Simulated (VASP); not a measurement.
A run of VASP 6.6.1 is set up as follows.

File INCAR:

```
SYSTEM = Cs
ALGO = Normal ; EDIFF = 1E-7
ENCUT = 520 ; GGA = PE
ISIF = 2 ; ISMEAR = -5
LASPH = .True. ; LCHARG = .False.
LREAL = .False. ; LWAVE = .False.
NBANDS = 10 ; NELM = 100
PREC = Accurate ; SIGMA = 0.1
```

File KPOINTS:

```
k-points
0
Gamma
  4 4 4
  0 0 0
```

Contents of POSCAR:

```
Cs
1.0
   -3.1284650614      3.1284650614      3.1284650614
    3.1284650614     -3.1284650614      3.1284650614
    3.1284650614      3.1284650614     -3.1284650614
Cs
1
Direct
    0.0000000000      0.0000000000      0.0000000000
```

Potentials or basis: VASP PAW PBE potentials, release 64 (Cs_sv).

Command:

```console
$ cat potpaw_PBE.64/Cs_sv/POTCAR > POTCAR
$ mpirun -np 1 vasp_std > vasp.out
```

Q: Estimate the pressure.

A: -0.1 GPa.

Caveat: tetrahedron occupations give inexact forces and stress in metals.
